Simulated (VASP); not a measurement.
A run of VASP 6.6.1 is set up as follows.

File INCAR:

```
SYSTEM = Co
PREC = Accurate ; ENCUT = 520
EDIFF = 1E-6 ; ISMEAR = -1
SIGMA = 0.08 ; LREAL = .False.
LASPH = .True. ; NELM = 150
ALGO = Normal ; ISIF = 2
LWAVE = .False. ; LCHARG = .True.
ISPIN = 2 ; MAGMOM = 1.7 -1.7 1.7 -1.7
LORBIT = 11 ; LMAXMIX = 4
GGA = PE ; LELF = .True.
LVHAR = .True. ; NBANDS = 30
```

File KPOINTS:

```
Automatic mesh
0
Gamma
  8 12 7
  0 0 0
```

Contents of POSCAR:

```
Co
1.0
    0.0000000000      0.0000000000      4.0699000000
    2.5074000000      0.0000000000      0.0000000000
    0.0000000000      4.3429441948      0.0000000000
Co
4
Direct
    0.2500000000      1.0000000000      0.3333333334
    0.2500000000      0.5000000000      0.8333333334
    0.7500000000      0.5000000000      0.1666666666
    0.7500000000      0.0000000000      0.6666666666
```

Potentials or basis: VASP PAW PBE potentials, release 64 (Co).

Launch:

```console
$ cat potpaw_PBE.64/Co/POTCAR > POTCAR
$ mpirun -np 1 vasp_std > vasp.out
```

Problem. Predict the net moment.

Solution. 0.00 μB per cell.

Problem. What does it give for the site moments?

Solution. Co +1.16, -1.16 (each value once) μB.

Problem. Estimate the pressure.

Solution. -8.7 GPa.

Problem. What does it give for the band gap on the k mesh?

Solution. Zero (filled and empty bands overlap).

Forces in eV/Å, atoms in the order of the input:
```
Co   0.000 -0.072  0.000
Co   0.000 -0.072  0.000
Co   0.000  0.072  0.000
Co   0.000  0.072  0.000
```

Caveat: the cell stands under tension.
